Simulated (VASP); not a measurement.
# MnO (Fm-3m) in VASP: further runs

The runs below take MnO through single point, with PBE.

Program: VASP 6.6.1. These are calculated values, not measurements. Logs are shortened: lines on timing, memory, paths and dates and some standing lists are left out, and cuts for length are marked.

## (1) The cell of the first run

Symmetry: Fm-3m, No. 225, cubic system. Conventional cell: a = 4.445 Å, b = 4.445 Å, c = 4.445 Å, α = 90.00°, β = 90.00°, γ = 90.00°. Mn (site symmetry m-3m) has 6 O at 2.22 Å within 2.9 Å. Within 2.9 Å of O (site symmetry m-3m) lie 6 Mn at 2.22 Å.

## (2) Single point, PBE

INCAR reads:

```
SYSTEM = MnO
  ALGO = Normal
  EDIFF = 1E-6
  ENCUT = 600
  GGA = PE
  GGA_COMPAT = .False.
  ISIF = 2
  ISMEAR = -1
  LASPH = .True.
  LCHARG = .False.
  LREAL = .False.
  LWAVE = .False.
  NBANDS = 27
  NELM = 120
  PREC = Accurate
  SIGMA = 0.03
```

KPOINTS reads:

```
k-points
0
Gamma
  8 8 8
  0 0 0
```

POSCAR reads:

```
MnO
1.0
    4.4448000000      2.2224000000      2.2224000000
    2.2224000000      4.4448000000      2.2224000000
    2.2224000000      2.2224000000      4.4448000000
Mn O
2 2
Direct
    0.0000000000      0.0000000000      0.0000000000
    0.5000000000      0.5000000000      0.5000000000
    0.2500000000      0.2500000000      0.2500000000
    0.7500000000      0.7500000000      0.7500000000
```

Potentials or basis: VASP PAW PBE potentials, release 64 (Mn_pv, O).

Run with:

```bash
$ cat potpaw_PBE.64/Mn_pv/POTCAR potpaw_PBE.64/O/POTCAR > POTCAR
$ mpirun -np 1 vasp_std > vasp.out
```

OUTCAR:

```text
SYSTEM = MnO
   EDIFF = 1E-6
   ENCUT = 600
   GGA = PE
   ISIF = 2
   ISMEAR = -1
   LASPH = .True.
   LREAL = .False.
   NELM = 120
   PREC = Accurate

 ion  position               nearest neighbor table
   1  0.000  0.000  0.000-   4 2.22   4 2.22   4 2.22   3 2.22   3 2.22   3 2.22   2 3.14   2 3.14
                             2 3.14   2 3.14   2 3.14   2 3.14
   2  0.500  0.500  0.500-   3 2.22   3 2.22   3 2.22   4 2.22   4 2.22   4 2.22   1 3.14   1 3.14
                             1 3.14   1 3.14   1 3.14   1 3.14
   3  0.250  0.250  0.250-   1 2.22   1 2.22   1 2.22   2 2.22   2 2.22   2 2.22
   4  0.750  0.750  0.750-   2 2.22   2 2.22   2 2.22   1 2.22   1 2.22   1 2.22

  LATTYP: Found a trigonal (rhomboedric) cell.
 ALAT       =     5.4437460044
 COS(alpha) =     0.8333333333

  Lattice vectors:

 A1 = (   4.4448000000,   2.2224000000,   2.2224000000)
 A2 = (   2.2224000000,   4.4448000000,   2.2224000000)
 A3 = (   2.2224000000,   2.2224000000,   4.4448000000)

Analysis of symmetry for initial positions (statically):
=====================================================================
 Subroutine PRICEL returns following result:

  LATTYP: Found a face centered cubic cell.
 ALAT       =     4.4448000000

  Lattice vectors:

 A1 = (   0.0000000000,  -2.2224000000,   2.2224000000)
 A2 = (  -2.2224000000,   0.0000000000,   2.2224000000)
 A3 = (  -2.2224000000,  -2.2224000000,   0.0000000000)

   2 primitive cells build up your supercell.

 Routine SETGRP: Setting up the symmetry group for a
 trigonal (rhombohedral) supercell.

 Subroutine GETGRP returns: Found 12 space group operations
 (whereof 12 operations were pure point group operations)
 out of a pool of 12 trial point group operations.

The static configuration has the point symmetry D_3d.

Analysis of symmetry for dynamics (positions and initial velocities):
=====================================================================
 Subroutine PRICEL returns following result:

  LATTYP: Found a face centered cubic cell.
 ALAT       =     4.4448000000

  Lattice vectors:

 A1 = (   0.0000000000,  -2.2224000000,   2.2224000000)
 A2 = (  -2.2224000000,   0.0000000000,   2.2224000000)
 A3 = (  -2.2224000000,  -2.2224000000,   0.0000000000)

   2 primitive cells build up your supercell.

 Routine SETGRP: Setting up the symmetry group for a
 trigonal (rhombohedral) supercell.

 Subroutine GETGRP returns: Found 12 space group operations
 (whereof 12 operations were pure point group operations)
 out of a pool of 12 trial point group operations.

The dynamic configuration has the point symmetry D_3d.
[... 92 lines left out ...]
   ICHARG =      2    charge: 1-file 2-atom 10-const
   ISPIN  =      1    spin polarized calculation?
   LNONCOLLINEAR =      F non collinear calculations
   LSORBIT =      F    spin-orbit coupling
   LASPH  =      T    aspherical Exc in radial PAW
   ENCUT  =  600.0 eV  44.10 Ry    6.64 a.u.  10.87 10.87 10.87*2*pi/ulx,y,z
   NELM   =    120;   NELMIN=  2; NELMDL= -5     # of ELM steps
   EDIFF  = 0.1E-05   stopping-criterion for ELM
   LREAL  =      F    real-space projection
[... 7 lines left out ...]
   TEBEG  =    0.0;   TEEND  =   0.0 temperature during run
   PSTRESS=    0.0 pullay stress
   NELECT =      38.0000    total number of electrons
   NUPDOWN=      -1.0000    fix difference up-down
   EMIN   =  10.00;   EMAX   =-10.00  energy-range for DOS
   EFERMI =   0.00;   METHOD = LEGACY
   ISMEAR =    -1;   SIGMA  =   0.03  broadening in eV -4-tet -1-fermi 0-gaus
   EFERMI_NEDOS =   21; number of points for ismear=-14 and -15
   IALGO  =     38    algorithm
   IMIX   =      4    mixing-type and parameters
     AMIX     =   0.40;   BMIX     =  1.00
     AMIX_MAG =   1.60;   BMIX_MAG =  1.00
  volume/ion in A,a.u.               =      10.98        74.07
  Fermi-wavevector in a.u.,A,eV,Ry     =   1.560129  2.948216 33.116609  2.434002
  Thomas-Fermi vector in A             =   2.663386
   LORBIT       =      0    0 simple, 1 ext, 2 COOP (PROOUT), +10 PAW based schemes
   GGA     = PE    functional components
   LHFCALC =     F    Hartree Fock is set to
   AEXX    =    0.0000 exact exchange contribution
   IVDW    =     0    specifies the selected vdW correction
   LEPSILON=     F    determine dielectric tensor
   LRPA    =     F    only Hartree local field effects (RPA)
 non-spin polarized calculation
  energy-cutoff  :      600.00
  volume of cell :       43.91
 maximum number of plane-waves:      1494
 NGX is ok and might be reduce to    48
   NGX = 21   NGY = 21   NGZ = 21

 number of electron      37.9999996 magnetization

 Free energy of the ion-electron system (eV)
  ---------------------------------------------------
  ext. energy  EPLUGINS =         0.00000000
  ---------------------------------------------------
  free energy    TOTEN  =       -28.50134526 eV

  energy without entropy =      -28.45259391  energy(sigma->0) =      -28.47696958

 E-fermi :   7.0138     XC(G=0): -12.0149

 val. band max:        7.0134637152   @ k =  -0.3750  -0.3750   0.1250
 cond. band min:       7.0177791092   @ k =  -0.3750   0.3750   0.3750
 fundamental gap:      0.0043153941
 Fermi energy:         7.0137743654

 k-point     1 :       0.0000    0.0000    0.0000
  band No.  band energies     occupation
      1     -41.1574      2.00000
      2     -41.0959      2.00000
      3     -41.0959      2.00000
      4     -41.0882      2.00000
      5     -41.0872      2.00000
      6     -41.0872      2.00000
[... 709 lines left out ...]
     26      13.3643      0.00000
     27      16.0468      0.00000

 [... further k-points ...]

------------------------ aborting loop because EDIFF is reached ----------------------------------------

  FORCE on cell =-STRESS in cart. coord.  units (eV):
  Direction    XX          YY          ZZ          XY          YZ          ZX
  --------------------------------------------------------------------------------------
  -------------------------------------------------------------------------------------
  Total       -9.3346027     -9.3346027     -9.3346027      0.0186059      0.0186059      0.0186059
  in kB     -340.6275286   -340.6275286   -340.6275286      0.6789461      0.6789461      0.6789461
  external PRESSURE =    -340.6275286 kB  Pullay stress =       0.0000000 kB

 VOLUME and BASIS-vectors are now :
 -----------------------------------------------------------------------------
  energy-cutoff  :      600.00
  volume of cell :       43.91
      direct lattice vectors                 reciprocal lattice vectors
     4.444800000  2.222400000  2.222400000     0.337473002 -0.112491001 -0.112491001
     2.222400000  4.444800000  2.222400000    -0.112491001  0.337473002 -0.112491001
     2.222400000  2.222400000  4.444800000    -0.112491001 -0.112491001  0.337473002

 POSITION                                       TOTAL-FORCE (eV/Angst)
 -----------------------------------------------------------------------------------
      0.00000      0.00000      0.00000        -0.000000      0.000000      0.000000
      4.44480      4.44480      4.44480         0.000000     -0.000000      0.000000
      2.22240      2.22240      2.22240        -0.000000      0.000000     -0.000000
      6.66720      6.66720      6.66720         0.000000      0.000000     -0.000000
 -----------------------------------------------------------------------------------
    total drift:                                0.000000     -0.000000     -0.000000

  FREE ENERGIE OF THE ION-ELECTRON SYSTEM (eV)
  ---------------------------------------------------
  free  energy   TOTEN  =       -28.5013452575 eV

  energy  without entropy=      -28.4525939079  energy(sigma->0) =      -28.47696958
```

Wall time 7.5 min (1 thread of Oxide Virtual Turin-like, shared host); peak memory 0.33 GiB.

What came out:

```yaml
Free_energy: -28.5013 eV
Pressure: -34.1 GPa
Band_gap_on_the_k_mesh: zero (bands 19 and 20 overlap by 0.75 eV)
```

Caveat: the cell stands under tension; the run has no spin polarisation, though such a crystal can be magnetic; semilocal functionals often make such compounds metallic where correlation or magnetic order opens a gap, which also shifts bond lengths.

## (3) Single point, PBE, collinear spin, ferromagnetic start

INCAR reads:

```
SYSTEM = MnO
ALGO     = Normal         ! electronic algorithm
EDIFF    = 1E-6           ! SCF threshold, eV
ENCUT    = 600            ! plane-wave cutoff, eV
GGA      = PE             ! functional
GGA_COMPAT= .False.      
ISIF     = 2              ! what is computed and relaxed
ISMEAR   = -1             ! smearing method
ISPIN    = 2              ! spin polarisation
LASPH    = .True.         ! aspherical terms in the spheres
LCHARG   = .False.        ! write CHGCAR
LMAXMIX  = 4              ! l up to which the mixer works
LORBIT   = 11             ! projections on sites
LREAL    = .False.        ! projectors in reciprocal space
LWAVE    = .False.        ! write WAVECAR
MAGMOM   = 4.5 4.5 0 0    ! initial moments
NBANDS   = 31             ! bands
NELM     = 200            ! most SCF steps
PREC     = Accurate       ! precision mode
SIGMA    = 0.03           ! smearing width, eV
```

KPOINTS is that of step 2.

POSCAR is that of step 2.

Potentials or basis: VASP PAW PBE potentials, release 64 (Mn_pv, O).

Run with:

```bash
$ cat potpaw_PBE.64/Mn_pv/POTCAR potpaw_PBE.64/O/POTCAR > POTCAR
$ mpirun -np 1 vasp_std > vasp.out
```

It took 15 min on 1 thread of Oxide Virtual Turin-like, shared host; peak memory 0.46 GiB.

The run converged. Its results:

```yaml
Free_energy: -32.8152 eV
Pressure: -0.4 GPa
Net_moment: 9.51 μB per cell
Site_moments: Mn +4.32; O +0.20 μB
Valence_electrons_inside_the_program's_atomic_spheres: Mn 11.36; O 4.97
```

Levels at points of the mesh, in eV from the Fermi level:
Spin up:
```csv
k point,band 20,band 21,band 22,band 23,band 24,band 25,band 26,band 27,band 28,band 29
"(0.00, 0.00, 0.00)",-2.30,-2.30,-1.86,-0.50,0.22,0.22,3.50,7.76,11.91,11.91
"(0.50, 0.00, 0.00)",-1.95,-1.05,-1.05,-0.90,-0.90,5.52,5.52,7.84,7.84,9.46
"(0.50, 0.50, 0.00)",-2.03,-1.90,-1.86,0.22,0.22,3.50,5.05,7.76,7.84,10.44
"(0.50, 0.50, 0.50)",-2.53,-0.86,-0.86,-0.86,-0.86,2.15,2.15,9.95,9.95,14.04
```
Spin down:
| k point | band 12 | band 13 | band 14 | band 15 | band 16 | band 17 |
| --- | --- | --- | --- | --- | --- | --- |
| (0.00, 0.00, 0.00) | -3.36 | -3.36 | -3.36 | 0.75 | 0.75 | 0.75 |
| (0.50, 0.00, 0.00) | -5.22 | -4.61 | -4.61 | 0.57 | 0.57 | 2.15 |
| (0.50, 0.50, 0.00) | -4.84 | -4.33 | -4.33 | -0.82 | 1.94 | 1.97 |
| (0.50, 0.50, 0.50) | -4.21 | -4.21 | -4.21 | 1.09 | 1.09 | 1.34 |

Caveat: semilocal functionals often make such compounds metallic where correlation or magnetic order opens a gap, which also shifts bond lengths; the run started ferromagnetic, and an antiferromagnetic order may lie lower in energy.

## (4) Single point, PBE, collinear spin, antiferromagnetic start

INCAR reads:

```
SYSTEM = MnO
PREC = Accurate
ENCUT = 600
EDIFF = 1E-6
ISMEAR = -1
SIGMA = 0.03
LREAL = .False.
LASPH = .True.
NELM = 200
ALGO = Normal
ISIF = 2
LWAVE = .False.
LCHARG = .True.
ISPIN = 2
MAGMOM = 4.5 -4.5 0 0
LORBIT = 11
LMAXMIX = 4
GGA = PE
LELF = .True.
LVHAR = .True.
NBANDS = 31
GGA_COMPAT = .False.
```

KPOINTS reads:

```
Automatic mesh
0
Gamma
  8 8 8
  0 0 0
```

POSCAR is that of step 3.

Run with:

```bash
$ cat potpaw_PBE.64/Mn_pv/POTCAR potpaw_PBE.64/O/POTCAR > POTCAR
$ mpirun -np 1 vasp_std > vasp.out
```

Run time: 14 min. Hardware: 1 thread of Oxide Virtual Turin-like, shared host; peak memory 0.46 GiB.

The run converged, but its numbers aren't listed here, since they failed a check.

Caveat: the result breaks the symmetry of the cell.

## (5) Single point, PBE, collinear spin, ferromagnetic start

INCAR reads:

```
PREC = Accurate ; ENCUT = 600
EDIFF = 1E-6 ; ISMEAR = -1
SIGMA = 0.03 ; LREAL = F
LASPH = T ; NELM = 200
ALGO = Normal ; ISIF = 2
LWAVE = F ; LCHARG = F
ISPIN = 2 ; MAGMOM = 4.44 4.44 0.25 0.25
LORBIT = 11 ; LMAXMIX = 4
GGA = PE ; NBANDS = 31
GGA_COMPAT = F
```

KPOINTS reads:

```
regular mesh
0
Gamma
  8 8 8
```

POSCAR is that of step 4.

Run with:

```bash
$ cat potpaw_PBE.64/Mn_pv/POTCAR potpaw_PBE.64/O/POTCAR > POTCAR
$ mpirun -np 1 vasp_std > vasp.out
```

It took 17 min on 1 thread of Oxide Virtual Turin-like, shared host; peak memory 0.46 GiB.

The run converged. Its results:

- Free energy: -32.8152 eV
- Pressure: -0.4 GPa
- Net moment: 9.51 μB per cell
- Site moments: Mn +4.32; O +0.20 μB
- Valence electrons inside the program's atomic spheres: Mn 11.36; O 4.97

Levels at points of the mesh, in eV from the Fermi level:
Spin up:
```
           k point  band 21  band 22  band 23  band 24  band 25  band 26  band 27  band 28
(0.00, 0.00, 0.00)    -2.30    -1.86    -0.50     0.22     0.22     3.50     7.76    11.91
(0.50, 0.00, 0.00)    -1.05    -1.05    -0.90    -0.90     5.52     5.52     7.84     7.84
(0.50, 0.50, 0.00)    -1.90    -1.86     0.22     0.22     3.50     5.05     7.76     7.84
(0.50, 0.50, 0.50)    -0.86    -0.86    -0.86    -0.86     2.15     2.15     9.95     9.95
```
Spin down:
```tsv
k point	band 11	band 12	band 13	band 14	band 15	band 16	band 17	band 18
(0.00, 0.00, 0.00)	-4.84	-3.36	-3.36	-3.36	0.75	0.75	0.75	0.81
(0.50, 0.00, 0.00)	-5.22	-5.22	-4.61	-4.61	0.57	0.57	2.15	2.15
(0.50, 0.50, 0.00)	-4.84	-4.84	-4.33	-4.33	-0.82	1.94	1.97	1.98
(0.50, 0.50, 0.50)	-4.21	-4.21	-4.21	-4.21	1.09	1.09	1.34	1.34
```

Caveat: semilocal functionals often make such compounds metallic where correlation or magnetic order opens a gap, which also shifts bond lengths; the run started ferromagnetic, and an antiferromagnetic order may lie lower in energy. With open d or f shells a metallic result of PBE can be an artefact of self-interaction; +U or a hybrid may open a gap.

The gap in the log of VASP goes by the Fermi energy; the results here count the filled bands.